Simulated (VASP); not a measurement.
**InP: single point with PBEsol**

The system is InP.

```
In P
1.0
     3.41340    0.00000    0.00000
     0.00000    3.41340    0.00000
     0.00000    0.00000    3.41340
In P
1 1
Direct
  0.00000 0.00000 0.00000
  0.50000 0.50000 0.50000
```

```
Program                : VASP 6.6.1
Task                   : single point
Functional             : PBEsol
Potentials or basis    : VASP PAW PBE potentials, release 64 (In_d, P)
Cutoff                 : 520 eV
k mesh                 : 6 × 6 × 6
Occupations            : methfessel-paxton, width 0.2 eV
Spin                   : no spin polarisation
Dipole correction      : no
Further INCAR settings : ALGO = Normal; EDIFF = 1e-06; NBANDS = 16
```

```yaml
Pressure: -2.2 GPa
Band_gap_on_the_k_mesh: zero (band 9 reaches 9.02 eV, above the bottom of band 10 at 6.47 eV)
```

Levels at points of the mesh, in eV from the Fermi level:
| k point | band 6 | band 7 | band 8 | band 9 | band 10 | band 11 | band 12 | band 13 |
| --- | --- | --- | --- | --- | --- | --- | --- | --- |
| (0.00, 0.00, 0.00) | -12.67 | -1.42 | -0.87 | -0.87 | -0.87 | 4.69 | 4.69 | 10.22 |
| (0.50, 0.00, 0.00) | -10.73 | -7.67 | 0.85 | 0.85 | 2.71 | 3.78 | 5.05 | 5.05 |
| (0.50, 0.50, 0.00) | -8.83 | -4.98 | -4.98 | -3.81 | 1.25 | 6.80 | 6.80 | 7.76 |
| (0.50, 0.50, 0.50) | -8.25 | -2.32 | -2.32 | -2.32 | -0.59 | -0.32 | -0.32 | -0.32 |

It took 22 s on 1 thread of AMD EPYC 7R13, on a shared host, peak memory 0.13 GiB.

Caveat: the PAW data sets were made with another functional, which shifts forces and pressure a little; spin-orbit coupling is left out, which moves the levels of the heavy elements.
